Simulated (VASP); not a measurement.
# CaS in VASP: single point with PBEsol

Aim: the single point of CaS with PBEsol.

All numbers are computed with VASP 6.6.1; they aren't measurements. Logs are shortened: lines on timing, memory, paths and dates and some standing lists are left out, and cuts for length are marked.

## 1. The cell of the first run

The cell holds a slab with vacuum, 12 atoms: a = 4.021 Å, b = 5.686 Å, c = 28.052 Å, α = 90.00°, β = 90.00°, γ = 90.00°.

## 2. Single point, PBEsol

File INCAR:

```
SYSTEM = CaS
PREC = Accurate
ENCUT = 400
EDIFF = 1E-6
ISMEAR = 0
SIGMA = 0.05
LREAL = .False.
LASPH = .True.
NELM = 120
ALGO = Normal
ISIF = 2
LWAVE = .False.
LCHARG = .False.
LDIPOL = .True.
IDIPOL = 3
DIPOL = 0.5 0.5 0.498
GGA = PS
NBANDS = 60
GGA_COMPAT = .False.
NELMDL = -8
```

File KPOINTS:

```
Automatic mesh
0
Gamma
  7 5 1
  0 0 0
```

File POSCAR:

```
CaS
1.0
    4.0206091600      0.0000000000      0.0000000000
    0.0000000000      5.6860000000      0.0000000000
    0.0000000000      0.0000000000     28.0515226674
Ca S
6 6
Direct
    0.5000000000      0.5000000000      0.3208381986
    0.0000000000      0.0000000000      0.3925029191
    0.5000000000      0.5000000000      0.4641676397
    0.0000000000      0.0000000000      0.5327140901
    0.5000000000      0.5000000000      0.6081715587
    0.0000000000      0.0000000000      0.6690935780
    0.5000000000      0.0000000000      0.3208381986
    0.0000000000      0.5000000000      0.3925029191
    0.5000000000      0.0000000000      0.4641676397
    0.0000000000      0.5000000000      0.5337279023
    0.5000000000      0.0000000000      0.6052650784
    0.0000000000      0.5000000000      0.6750073754
```

Potentials or basis: VASP PAW PBE potentials, release 64 (Ca_sv, S).

Launch:

```
$ cat potpaw_PBE.64/Ca_sv/POTCAR potpaw_PBE.64/S/POTCAR > POTCAR
$ mpirun -np 1 vasp_std > vasp.out
```

OUTCAR:

```text
SYSTEM = CaS
   PREC = Accurate
   ENCUT = 400
   EDIFF = 1E-6
   ISMEAR = 0
   LREAL = .False.
   LASPH = .True.
   NELM = 120
   ISIF = 2
   GGA = PS
   NELMDL = -8

 ion  position               nearest neighbor table
   1  0.500  0.500  0.321-   8 2.84   8 2.84   7 2.84   7 2.84
   2  0.000  0.000  0.393-   7 2.84   7 2.84   9 2.84   9 2.84   8 2.84   8 2.84
   3  0.500  0.500  0.464-  10 2.80  10 2.80   8 2.84   8 2.84   9 2.84   9 2.84
   4  0.000  0.000  0.533-   9 2.78   9 2.78  10 2.84  10 2.84  11 2.86  11 2.86
   5  0.500  0.500  0.608-  12 2.75  12 2.75  11 2.84  11 2.84  10 2.90  10 2.90
   6  0.000  0.000  0.669-  11 2.69  11 2.69  12 2.85  12 2.85
   7  0.500  0.000  0.321-   2 2.84   2 2.84   1 2.84   1 2.84
   8  0.000  0.500  0.393-   1 2.84   1 2.84   3 2.84   3 2.84   2 2.84   2 2.84
   9  0.500  0.000  0.464-   4 2.78   4 2.78   2 2.84   2 2.84   3 2.84   3 2.84
  10  0.000  0.500  0.534-   3 2.80   3 2.80   4 2.84   4 2.84   5 2.90   5 2.90
  11  0.500  0.000  0.605-   6 2.69   6 2.69   5 2.84   5 2.84   4 2.86   4 2.86
  12  0.000  0.500  0.675-   5 2.75   5 2.75   6 2.85   6 2.85

  LATTYP: Found a simple orthorhombic cell.
 ALAT       =     4.0206091600
 B/A-ratio  =     1.4142135616
 C/A-ratio  =     6.9769334822

  Lattice vectors:

 A1 = (   4.0206091600,   0.0000000000,   0.0000000000)
 A2 = (   0.0000000000,   5.6860000000,   0.0000000000)
 A3 = (   0.0000000000,   0.0000000000,  28.0515226674)

Analysis of symmetry for initial positions (statically):
=====================================================================
 Subroutine PRICEL returns:
 Original cell was already a primitive cell.

 Routine SETGRP: Setting up the symmetry group for a
 simple orthorhombic supercell.

 Subroutine GETGRP returns: Found  4 space group operations
 (whereof  4 operations were pure point group operations)
 out of a pool of  8 trial point group operations.

The static configuration has the point symmetry C_2v.

Analysis of symmetry for dynamics (positions and initial velocities):
=====================================================================
 Subroutine PRICEL returns:
 Original cell was already a primitive cell.

 Routine SETGRP: Setting up the symmetry group for a
 simple orthorhombic supercell.

 Subroutine GETGRP returns: Found  4 space group operations
[... 125 lines left out ...]
   ISMEAR =     0;   SIGMA  =   0.05  broadening in eV -4-tet -1-fermi 0-gaus
   EFERMI_NEDOS =   21; number of points for ismear=-14 and -15
   IALGO  =     38    algorithm
   IMIX   =      4    mixing-type and parameters
     AMIX     =   0.40;   BMIX     =  1.00
     AMIX_MAG =   1.60;   BMIX_MAG =  1.00
  volume/ion in A,a.u.               =      53.44       360.64
  Fermi-wavevector in a.u.,A,eV,Ry     =   0.869254  1.642652 10.280604  0.755603
  Thomas-Fermi vector in A             =   1.988050
   LORBIT       =      0    0 simple, 1 ext, 2 COOP (PROOUT), +10 PAW based schemes
   GGA     = PS    functional components
   LHFCALC =     F    Hartree Fock is set to
   AEXX    =    0.0000 exact exchange contribution
   IVDW    =     0    specifies the selected vdW correction
   LEPSILON=     F    determine dielectric tensor
   LRPA    =     F    only Hartree local field effects (RPA)
 non-spin polarized calculation
 Gauss-broadening in eV      SIGMA  =   0.05
  energy-cutoff  :      400.00
  volume of cell :      641.29
 maximum number of plane-waves:     11715
 NGX is ok and might be reduce to    28
   NGX = 13   NGY = 19   NGZ = 91

 dipolmoment           0.000000      0.000000     -0.000000 electrons x Angstroem

 number of electron      95.9999991 magnetization

 dipolmoment           0.000000      0.000000      0.053694 electrons x Angstroem

 Free energy of the ion-electron system (eV)
  ---------------------------------------------------
  ext. energy  EPLUGINS =         0.00000000
  ---------------------------------------------------
  free energy    TOTEN  =       -62.48001934 eV

  energy without entropy =      -62.48001934  energy(sigma->0) =      -62.48001934

 E-fermi :  -0.7214     XC(G=0):  -4.5756

 val. band max:       -0.9582581929   @ k =   0.0000   0.0000   0.0000
 cond. band min:       0.9733455893   @ k =   0.4286   0.0000   0.0000
 fundamental gap:      1.9316037822
 Fermi energy:        -0.7214486791

 k-point     1 :       0.0000    0.0000    0.0000
  band No.  band energies     occupation
      1     -41.6110      2.00000
      2     -41.2616      2.00000
      3     -40.4905      2.00000
      4     -40.4294      2.00000
      5     -40.1413      2.00000
      6     -40.0263      2.00000
[... 745 lines left out ...]
     59       3.9633      0.00000
     60       4.0013      0.00000

------------------------ aborting loop because EDIFF is reached ----------------------------------------

 vacuum level on the upper side and lower side of the slab       (xc-potential included)         0.081        -0.329

  FORCE on cell =-STRESS in cart. coord.  units (eV):
  Direction    XX          YY          ZZ          XY          YZ          ZX
  --------------------------------------------------------------------------------------
  -------------------------------------------------------------------------------------
  Total        0.9213507     -9.4874670     -1.8316050      0.0000000      0.0000000      0.0000000
  in kB        2.3018680    -23.7031305     -4.5760129      0.0000000      0.0000000      0.0000000
  external PRESSURE =      -8.6590918 kB  Pullay stress =       0.0000000 kB

 VOLUME and BASIS-vectors are now :
 -----------------------------------------------------------------------------
  energy-cutoff  :      400.00
  volume of cell :      641.29
      direct lattice vectors                 reciprocal lattice vectors
     4.020609160  0.000000000  0.000000000     0.248718530  0.000000000  0.000000000
     0.000000000  5.686000000  0.000000000     0.000000000  0.175870559  0.000000000
     0.000000000  0.000000000 28.051522667     0.000000000  0.000000000  0.035648689

 POSITION                                       TOTAL-FORCE (eV/Angst)
 -----------------------------------------------------------------------------------
      2.01030      2.84300      9.00000         0.000000      0.000000      0.998547
      0.00000      0.00000     11.01030         0.000000      0.000000     -0.577811
      2.01030      2.84300     13.02061         0.000000      0.000000      0.044623
      0.00000      0.00000     14.94344         0.000000      0.000000      0.000810
      2.01030      2.84300     17.06014         0.000000      0.000000     -0.008448
      0.00000      0.00000     18.76909         0.000000      0.000000      0.020010
      2.01030      0.00000      9.00000         0.000000      0.000000      0.056710
      0.00000      2.84300     11.01030         0.000000      0.000000     -0.562030
      2.01030      0.00000     13.02061         0.000000      0.000000      0.002130
      0.00000      2.84300     14.97188         0.000000      0.000000      0.009276
      2.01030      0.00000     16.97861         0.000000      0.000000     -0.006539
      0.00000      2.84300     18.93498         0.000000      0.000000      0.022723
 -----------------------------------------------------------------------------------
    total drift:                                0.000000      0.000000      0.000576

  FREE ENERGIE OF THE ION-ELECTRON SYSTEM (eV)
  ---------------------------------------------------
  free  energy   TOTEN  =       -62.4800193408 eV

  energy  without entropy=      -62.4800193408  energy(sigma->0) =      -62.48001934

 vacuum level on the upper side and lower side of the slab         3.280         2.862
```

OSZICAR:

```text
N       E                     dE             d eps       ncg     rms          rms(c)
DAV:   1     0.749517875866E+03    0.74952E+03   -0.39931E+04  1784   0.111E+03
DAV:   2     0.132469229184E+02   -0.73627E+03   -0.71522E+03  1776   0.329E+02
DAV:   3    -0.589734887288E+02   -0.72220E+02   -0.71697E+02  1960   0.800E+01
[... 24 lines left out ...]
DAV:  28    -0.624800067370E+02   -0.89828E-05   -0.29046E-07  1128   0.997E-04    0.104E-03
DAV:  29    -0.624800160727E+02   -0.93357E-05   -0.46044E-07  1176   0.106E-03    0.100E-03
DAV:  30    -0.624800171976E+02   -0.11250E-05   -0.43525E-08  1144   0.545E-04    0.536E-04
DAV:  31    -0.624800190415E+02   -0.18439E-05   -0.98306E-08  1088   0.599E-04    0.436E-04
DAV:  32    -0.624800193408E+02   -0.29926E-06   -0.25392E-08  1112   0.383E-04
   1 F= -.62480019E+02 E0= -.62480019E+02  d E =-.146033E-12
```

stdout:

```text
POSCAR found type information on POSCAR CaS
 POSCAR found :  2 types and      12 ions
 scaLAPACK will be used
 -----------------------------------------------------------------------------
|                                                                             |
|                                                                             |
|     You enforced a specific xc type in the INCAR file but a different       |
|     I HOPE YOU KNOW WHAT YOU ARE DOING!                                     |
|                                                                             |
 -----------------------------------------------------------------------------

 LDA part: xc-table for (Slater+PW92), standard interpolation
 POSCAR, INCAR and KPOINTS ok, starting setup
 FFT: planning ... GRIDC
 FFT: planning ... GRID_SOFT
 FFT: planning ... GRID
 WAVECAR not read
 entering main loop
```

Run time: 11 min. Hardware: 1 thread of Intel Xeon Platinum 8488C (Sapphire Rapids), shared host; peak memory 0.63 GiB.

What came out:

- Free energy: -62.4800 eV
- Largest force: 0.999 eV/Å
- Band gap on the k mesh: 1.93 eV (least direct gap 1.99 eV)

Forces in eV/Å, atoms in the order of the input:
```
Ca   0.000  0.000  0.999
Ca   0.000  0.000 -0.578
Ca   0.000  0.000  0.045
Ca   0.000  0.000  0.001
Ca   0.000  0.000 -0.008
Ca   0.000  0.000  0.020
S    0.000  0.000  0.057
S    0.000  0.000 -0.562
S    0.000  0.000  0.002
S    0.000  0.000  0.009
S    0.000  0.000 -0.007
S    0.000  0.000  0.023
```

Levels at points of the mesh, in eV from the valence-band top:
| k point | band 46 | band 47 | band 48 | band 49 | band 50 | band 51 |
| --- | --- | --- | --- | --- | --- | --- |
| (0.00, 0.00, 0.00) | -0.59 | -0.14 | 0.00 | 1.99 | 2.11 | 2.58 |

Caveat: the PAW data sets were made with another functional, which shifts forces and pressure a little.
